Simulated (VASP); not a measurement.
Set up this calculation in VASP 6.6.1, as the native input.

```yaml
Task: single point
Functional: PBE
Potentials_or_basis: VASP PAW PBE potentials, release 64 (Sn_d, Ge_d)
Cutoff: 520 eV
k_mesh: 12 × 8 × 4
Occupations: gaussian, width 0.1 eV
Spin: no spin polarisation
Dipole_correction: no
Further_INCAR_settings: ALGO = Normal; EDIFF = 1e-07; NBANDS = 51
```

The structure of SnGe5 lies in POSCAR:

```
SnGe5
1.0
    3.1031112753      0.0000000000      0.0000000000
    0.0000000000      4.2931724159      0.0000000000
    0.0000000000      0.0000000000      9.4931221068
Sn Ge
1 5
Direct
    0.0000000000      0.0000000000      0.5000000000
    0.0000000000      0.0000000000      0.1542125852
    0.5000000000      0.5000000000      0.3019721349
    0.5000000000      0.5000000000      0.6980278651
    0.0000000000      0.0000000000      0.8457874148
    0.5000000000      0.5000000000      0.0000000000
```

These files were run (other wordings do the same):

INCAR

```
PREC = Accurate
ENCUT = 520
EDIFF = 1E-7
ISMEAR = 0
SIGMA = 0.1
LREAL = False
LASPH = True
NELM = 60
ALGO = Normal
ISIF = 2
LWAVE = False
LCHARG = False
GGA = PE
NBANDS = 51
```

KPOINTS

```
Automatic mesh
0
Gamma
  12 8 4
```

Potentials or basis: VASP PAW PBE potentials, release 64 (Sn_d, Ge_d).

The run is started by

```console
$ cat potpaw_PBE.64/Sn_d/POTCAR potpaw_PBE.64/Ge_d/POTCAR > POTCAR
$ mpirun -np 1 vasp_std > vasp.out
```

It gave:

```
Pressure               : 0.0 GPa
Largest force          : 0.003 eV/Å
Band gap on the k mesh : zero (bands 42 and 43 overlap by 5.30 eV)
```

Caveat: spin-orbit coupling is left out, which moves the levels of the heavy elements.

Wall time 5.5 min on 1 thread of Intel(R) Xeon(R) 6975P-C (Granite Rapids), with other jobs on the host, peak memory 0.59 GiB.
